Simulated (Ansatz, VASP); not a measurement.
**Two plane-wave programs on Ti2Al3Ru**

```
Ti Al Ru
1.0
     4.37282    0.00000    0.00000
    -2.18641    3.78697    0.00000
     0.00000    0.00000   10.00973
Ti Al Ru
2 3 1
Direct
  0.00000 0.00000 0.77471
  0.00000 0.00000 0.22529
  0.33333 0.66667 0.00000
  0.66667 0.33333 0.00000
  0.00000 0.00000 0.50000
  0.00000 0.00000 0.00000
```

Alike in both runs: functional PBE; k mesh 12 × 12 × 4; occupations gaussian, width 0.1 eV; collinear spin.

Ansatz relaxed the structure, and its values are those at the end. VASP's run is a single point on that final structure, the one shown.

|  | VASP | Ansatz |
| --- | --- | --- |
| version | VASP 6.6.1 | Ansatz 0.2.0 |
| potentials or method | VASP PAW PBE potentials, release 64 (Ti_sv, Al, Ru_pv), cutoff 520 eV | scalar-relativistic, plane waves, PAW |
| valence electrons in the cell | 47 | 49 |

VASP gave:

- gap on the k mesh at the Fermi level (eV): none
- pressure (GPa): 0.1
- rms of the force components (eV/Å): 0.028
- net moment per atom (μB): 0.33
- size of the moment on the site where the two differ most (μB): 0.74

Estimate Ansatz's values.

gap on the k mesh at the Fermi level (eV): none; pressure (GPa): 0.0; rms of the force components (eV/Å): 0.000; net moment per atom (μB): 0.33; size of the moment on the site where the two differ most (μB): 0.62.

Site moments also hang on the region over which each program counts them. A gap of «none» marks a metal or a gap that the smearing closes. With one functional, cell and mesh, what is left measures potentials, basis and numerics. VASP's potentials hold 47 valence electrons a cell and Ansatz's 49, so a difference there can come from the potentials and not from the codes.
